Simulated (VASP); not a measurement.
Wanted: the native input for a VASP 6.6.1 run.

```yaml
Task: relaxation of shape and atoms at fixed volume
Functional: PBEsol
Potentials_or_basis: VASP PAW PBE potentials, release 64 (Ti_sv, Al)
Cutoff: 600 eV
k_mesh: 10 × 10 × 4
Occupations: fermi-dirac, width 0.15 eV
Spin: no spin polarisation
Dipole_correction: no
Further_INCAR_settings: ALGO = Fast; EDIFF = 1e-06; IBRION = 2; EDIFFG = -0.001; NSW = 80; ISIF = 4
```

The structure of Ti3Al5 lies in POSCAR:

```
Ti3Al5
1.0
    3.8685448039      0.0000000000      0.0000000000
    0.0000000000      3.8685448039      0.0000000000
    0.0000000000      0.0000000000      8.2056505570
Ti Al
3 5
Direct
    0.0000000000      0.0000000000      0.5000000000
    0.5000000000      0.5000000000      0.0000000000
    0.5000000000      0.5000000000      0.5000000000
    0.0000000000      0.5000000000      0.2522764692
    0.0000000000      0.5000000000      0.7477235308
    0.5000000000      0.0000000000      0.2522764692
    0.5000000000      0.0000000000      0.7477235308
    0.0000000000      0.0000000000      0.0000000000
```

This cell differs from its parent crystal: volume scaled by 0.98.

The input as run:

INCAR

```
PREC     = Accurate       # precision mode
ENCUT    = 600            # plane-wave cutoff, eV
EDIFF    = 1E-6           # SCF threshold, eV
ISMEAR   = -1             # smearing method
SIGMA    = 0.15           # smearing width, eV
LREAL    = False          # projectors in reciprocal space
LASPH    = True           # aspherical terms in the spheres
NELM     = 80             # most SCF steps
ALGO     = Fast           # electronic algorithm
ISIF     = 4              # what is computed and relaxed
LWAVE    = False          # write WAVECAR
LCHARG   = False          # write CHGCAR
GGA      = PS             # functional
IBRION   = 2              # ionic algorithm
NSW      = 80             # ionic steps
EDIFFG   = -0.001         # ionic threshold
```

KPOINTS

```
regular mesh
0
Gamma
  10 10 4
```

Potentials or basis: VASP PAW PBE potentials, release 64 (Ti_sv, Al).

Command:

```console
$ cat potpaw_PBE.64/Ti_sv/POTCAR potpaw_PBE.64/Al/POTCAR > POTCAR
$ mpirun -np 1 vasp_std > vasp.out
```

Results of the run:

| Item | Value |
| --- | --- |
| Energy gained by relaxing | 0.0 meV/atom |
| Ionic steps | 6 |
| Pressure after relaxing | 2.5 GPa |

Caveat: the PAW data sets were made with another functional, which shifts forces and pressure a little.

Wall time 17 min on 1 thread of AMD EPYC 9R45 96-Core Processor (Zen 5), with other jobs on the host, peak memory 0.4 GiB.
